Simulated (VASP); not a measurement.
# Sb (Fm-3m) in VASP: single point with PBEsol

Aim: the single point of Sb with PBEsol.

Program: VASP 6.6.1. These are calculated values, not measurements. Logs are shortened: lines on timing, memory, paths and dates and some standing lists are left out, and cuts for length are marked.

## (1) The cell of the first run

Symmetry: Fm-3m, No. 225, cubic system. Conventional cell: a = 6.079 Å, b = 6.079 Å, c = 6.079 Å, α = 90.00°, β = 90.00°, γ = 90.00°. Sb (site symmetry m-3m) has 12 Sb at 4.30 Å within 5.6 Å.

## (2) Single point, PBEsol

The input, INCAR:

```
  PREC = Accurate
  ENCUT = 500
  EDIFF = 1E-6
  ISMEAR = 1
  SIGMA = 0.1
  LREAL = False
  LASPH = True
  NELM = 120
  ALGO = Normal
  ISIF = 2
  LWAVE = False
  LCHARG = True
  GGA = PS
  LELF = True
  LVHAR = True
  NBANDS = 8
  GGA_COMPAT = False
```

The input, KPOINTS:

```
Automatic mesh
0
Gamma
  8 8 8
```

The input, POSCAR:

```
Sb
1.0
    0.0000000000      3.0393310000      3.0393310000
    3.0393310000      0.0000000000      3.0393310000
    3.0393310000      3.0393310000      0.0000000000
Sb
1
Direct
    0.5000000000      0.5000000000      0.5000000000
```

Potentials or basis: VASP PAW PBE potentials, release 64 (Sb).

On the command line:

```console
$ cat potpaw_PBE.64/Sb/POTCAR > POTCAR
$ mpirun -np 1 vasp_std > vasp.out
```

OUTCAR:

```text
PREC = Accurate
   ENCUT = 500
   EDIFF = 1E-6
   ISMEAR = 1
   LREAL = False
   LASPH = True
   NELM = 120
   ISIF = 2
   GGA = PS

 ion  position               nearest neighbor table
   1  0.500  0.500  0.500-

  LATTYP: Found a face centered cubic cell.
 ALAT       =     6.0786620000

  Lattice vectors:

 A1 = (   0.0000000000,   3.0393310000,   3.0393310000)
 A2 = (   3.0393310000,   0.0000000000,   3.0393310000)
 A3 = (   3.0393310000,   3.0393310000,   0.0000000000)

Analysis of symmetry for initial positions (statically):
=====================================================================
 Subroutine PRICEL returns:
 Original cell was already a primitive cell.

 Routine SETGRP: Setting up the symmetry group for a
 face centered cubic supercell.

 Subroutine GETGRP returns: Found 48 space group operations
 (whereof 48 operations were pure point group operations)
 out of a pool of 48 trial point group operations.

The static configuration has the point symmetry O_h .

Analysis of symmetry for dynamics (positions and initial velocities):
=====================================================================
 Subroutine PRICEL returns:
 Original cell was already a primitive cell.

 Routine SETGRP: Setting up the symmetry group for a
 face centered cubic supercell.

 Subroutine GETGRP returns: Found 48 space group operations
 (whereof 48 operations were pure point group operations)
 out of a pool of 48 trial point group operations.

The dynamic configuration has the point symmetry O_h .

 Subroutine INISYM returns: Found 48 space group operations
 (whereof 48 operations are pure point group operations),
 and found     1 'primitive' translations

----------------------------------------------------------------------------------------

                                     Primitive cell

  volume of cell :      56.1518

  direct lattice vectors                    reciprocal lattice vectors
     0.000000000  3.039331000  3.039331000    -0.164509887  0.164509887  0.164509887
     3.039331000  0.000000000  3.039331000     0.164509887 -0.164509887  0.164509887
     3.039331000  3.039331000  0.000000000     0.164509887  0.164509887 -0.164509887

  length of vectors
     4.298263121  4.298263121  4.298263121     0.284939483  0.284939483  0.284939483

  position of ions in fractional coordinates (direct lattice)
     0.500000000  0.500000000  0.500000000

  ion indices of the primitive-cell ions
   primitive index   ion index
                 1           1

----------------------------------------------------------------------------------------

 KPOINTS: Automatic mesh

Automatic generation of k-mesh.
 Grid dimensions read from file:
 generate k-points for:    8    8    8

 Generating k-lattice:

  Cartesian coordinates                     Fractional coordinates (reciprocal lattice)
    -0.020563736  0.020563736  0.020563736     0.125000000  0.000000000  0.000000000
     0.020563736 -0.020563736  0.020563736     0.000000000  0.125000000  0.000000000
     0.020563736  0.020563736 -0.020563736     0.000000000  0.000000000  0.125000000

  Length of vectors
     0.035617435  0.035617435  0.035617435

  Shift w.r.t. Gamma in fractional coordinates (k-lattice)
     0.000000000  0.000000000  0.000000000

 Subroutine IBZKPT returns following result:
 ===========================================

 Found     29 irreducible k-points:

 Following reciprocal coordinates:
            Coordinates               Weight
  0.000000  0.000000  0.000000      1.000000
  0.125000  0.000000  0.000000      8.000000
  0.250000  0.000000  0.000000      8.000000
  0.375000  0.000000  0.000000      8.000000
  0.500000  0.000000  0.000000      4.000000
  0.125000  0.125000  0.000000      6.000000
[... 16 lines left out ...]
  0.500000  0.250000  0.125000     48.000000
 -0.375000  0.250000  0.125000     24.000000
 [... further k-points ...]
   k-points           NKPTS =     29   k-points in BZ     NKDIM =     29   number of bands    NBANDS=      8
   number of dos      NEDOS =    301   number of ions     NIONS =      1
   total plane-waves  NPLWV =  32768
   dimension x,y,z NGX =    32 NGY =   32 NGZ =   32
   dimension x,y,z NGXF=    64 NGYF=   64 NGZF=   64
   ions per type =               1
   NGX,Y,Z   is equivalent  to a cutoff of  12.38, 12.38, 12.38 a.u.
   NGXF,Y,Z  is equivalent  to a cutoff of  24.75, 24.75, 24.75 a.u.
 SYSTEM =  unknown system
   PREC   = accura    normal or accurate (medium, high low for compatibility)
   ISTART =      0    job   : 0-new  1-cont  2-samecut
   ICHARG =      2    charge: 1-file 2-atom 10-const
   ISPIN  =      1    spin polarized calculation?
   LNONCOLLINEAR =      F non collinear calculations
   LSORBIT =      F    spin-orbit coupling
   LASPH  =      T    aspherical Exc in radial PAW
   ENCUT  =  500.0 eV  36.75 Ry    6.06 a.u.   7.84  7.84  7.84*2*pi/ulx,y,z
   NELM   =    120;   NELMIN=  2; NELMDL= -5     # of ELM steps
   EDIFF  = 0.1E-05   stopping-criterion for ELM
   LREAL  =      F    real-space projection
   EDIFFG = 0.1E-04   stopping-criterion for IOM
   NSW    =      0    number of steps for IOM
   IBRION =     -1    ionic relax: 0-MD 1-quasi-New 2-CG
   NFREE  =      0    steps in history (QN), initial steepest desc. (CG)
   ISIF   =      2    stress and relaxation
   ISYM   =      2    0-nonsym 1-usesym 2-fastsym
   POTIM  = 0.5000    time-step for ionic-motion
   TEBEG  =    0.0;   TEEND  =   0.0 temperature during run
   PSTRESS=    0.0 pullay stress
   NELECT =       5.0000    total number of electrons
   NUPDOWN=      -1.0000    fix difference up-down
   EMIN   =  10.00;   EMAX   =-10.00  energy-range for DOS
   EFERMI =   0.00;   METHOD = LEGACY
   ISMEAR =     1;   SIGMA  =   0.10  broadening in eV -4-tet -1-fermi 0-gaus
   EFERMI_NEDOS =   21; number of points for ismear=-14 and -15
   IALGO  =     38    algorithm
   IMIX   =      4    mixing-type and parameters
     AMIX     =   0.40;   BMIX     =  1.00
     AMIX_MAG =   1.60;   BMIX_MAG =  1.00
  volume/ion in A,a.u.               =      56.15       378.93
  Fermi-wavevector in a.u.,A,eV,Ry     =   0.731044  1.381473  7.271298  0.534425
  Thomas-Fermi vector in A             =   1.823164
   LORBIT       =      0    0 simple, 1 ext, 2 COOP (PROOUT), +10 PAW based schemes
   GGA     = PS    functional components
   LHFCALC =     F    Hartree Fock is set to
   AEXX    =    0.0000 exact exchange contribution
   IVDW    =     0    specifies the selected vdW correction
   LEPSILON=     F    determine dielectric tensor
   LRPA    =     F    only Hartree local field effects (RPA)
 non-spin polarized calculation
 Methfessel and Paxton  Order N= 1 SIGMA  =   0.10
  energy-cutoff  :      500.00
  volume of cell :       56.15
 maximum number of plane-waves:      1458
   NGX = 15   NGY = 15   NGZ = 15

 number of electron       5.0000000 magnetization

 Free energy of the ion-electron system (eV)
  ---------------------------------------------------
  ext. energy  EPLUGINS =         0.00000000
  ---------------------------------------------------
  free energy    TOTEN  =        -2.59009461 eV

  energy without entropy =       -2.58925970  energy(sigma->0) =       -2.58981631

 E-fermi :   1.3060     XC(G=0):  -7.4498

 val. band max:        1.2958468594   @ k =  -0.3750   0.5000   0.1250
 cond. band min:       1.3996967274   @ k =  -0.1250   0.1250   0.0000
 fundamental gap:      0.1038498680
 Fermi energy:         1.3060499919

 k-point     1 :       0.0000    0.0000    0.0000
  band No.  band energies     occupation
      1      -7.8972      2.00000
      2       3.0468     -0.00000
      3       3.0468     -0.00000
      4       3.0468     -0.00000
      5       6.4418      0.00000
      6       9.4866      0.00000
      7       9.4866      0.00000
      8       9.4866      0.00000

 k-point     2 :       0.1250    0.0000    0.0000
  band No.  band energies     occupation
      1      -7.7886      2.00000
      2       2.1526     -0.00000
      3       2.9611     -0.00000
      4       2.9611     -0.00000
      5       7.0988      0.00000
      6       9.0113      0.00000
      7       9.6954      0.00000
      8       9.6954      0.00000

 k-point     3 :       0.2500    0.0000    0.0000
  band No.  band energies     occupation
      1      -7.4979      2.00000
      2       0.6678      2.00000
      3       2.7733     -0.00000
      4       2.7733     -0.00000
      5       7.1778      0.00000
      6       9.6683      0.00000
      7       9.6683      0.00000
      8       9.8403      0.00000

 k-point     4 :       0.3750    0.0000    0.0000
  band No.  band energies     occupation
      1      -7.1516      2.00000
      2      -0.5139      2.00000
      3       2.6069     -0.00000
      4       2.6069     -0.00000
      5       6.8426      0.00000
      6       9.2295      0.00000
      7       9.2295      0.00000
      8      10.4086      0.00000

 k-point     5 :       0.5000    0.0000    0.0000
  band No.  band energies     occupation
      1      -6.9845      2.00000
      2      -0.9731      2.00000
      3       2.5430     -0.00000
      4       2.5430     -0.00000
      5       6.7146      0.00000
      6       9.0448      0.00000
      7       9.0448      0.00000
      8      10.2373      0.00000
[... 177 lines left out ...]
 k-point    22 :       0.3750    0.2500    0.1250
  band No.  band energies     occupation
      1      -7.2649      2.00000
      2       0.4457      2.00000
      3       1.7443     -0.00000
      4       2.4577     -0.00000
      5       7.9955      0.00000
      6       8.0624      0.00000
      7       9.0842      0.00000
      8      11.1644      0.00000

 k-point    23 :       0.5000    0.2500    0.1250
  band No.  band energies     occupation
      1      -6.9679      2.00000
      2      -0.2531      2.00000
      3       1.2784      1.44859
      4       2.1867     -0.00000
      5       7.7258      0.00000
      6       8.2958      0.00000
      7       9.5061      0.00000
      8      10.8311      0.00000

 k-point    24 :      -0.3750    0.2500    0.1250
  band No.  band energies     occupation
      1      -6.8288      2.00000
      2      -0.5727      2.00000
      3       1.1572      2.05636
      4       2.0466     -0.00000
      5       7.6749      0.00000
      6       8.0923      0.00000
      7      10.4479      0.00000
      8      10.7839      0.00000

 [... further k-points ...]

------------------------ aborting loop because EDIFF is reached ----------------------------------------

  FORCE on cell =-STRESS in cart. coord.  units (eV):
  Direction    XX          YY          ZZ          XY          YZ          ZX
  --------------------------------------------------------------------------------------
  -------------------------------------------------------------------------------------
  Total       -3.0525267     -3.0525267     -3.0525267      0.0000000      0.0000000     -0.0000000
  in kB      -87.0975749    -87.0975749    -87.0975749      0.0000000      0.0000000     -0.0000000
  external PRESSURE =     -87.0975749 kB  Pullay stress =       0.0000000 kB

 VOLUME and BASIS-vectors are now :
 -----------------------------------------------------------------------------
  energy-cutoff  :      500.00
  volume of cell :       56.15
      direct lattice vectors                 reciprocal lattice vectors
     0.000000000  3.039331000  3.039331000    -0.164509887  0.164509887  0.164509887
     3.039331000  0.000000000  3.039331000     0.164509887 -0.164509887  0.164509887
     3.039331000  3.039331000  0.000000000     0.164509887  0.164509887 -0.164509887

 POSITION                                       TOTAL-FORCE (eV/Angst)
 -----------------------------------------------------------------------------------
      3.03933      3.03933      3.03933        -0.000000     -0.000000      0.000000
 -----------------------------------------------------------------------------------
    total drift:                               -0.000000     -0.000000      0.000000

  FREE ENERGIE OF THE ION-ELECTRON SYSTEM (eV)
  ---------------------------------------------------
  free  energy   TOTEN  =        -2.5900946127 eV

  energy  without entropy=       -2.5892597046  energy(sigma->0) =       -2.58981631
```

It took 4.8 s on 1 thread of Intel Xeon Platinum 8559C (Emerald Rapids), shared host; peak memory 0.17 GiB.

What came out:

| Property | Result |
| --- | --- |
| Free energy | -2.5901 eV |
| Pressure | -8.7 GPa |

Caveat: the PAW data sets were made with another functional, which shifts forces and pressure a little; spin-orbit coupling is left out, which moves the levels of the heavy elements.
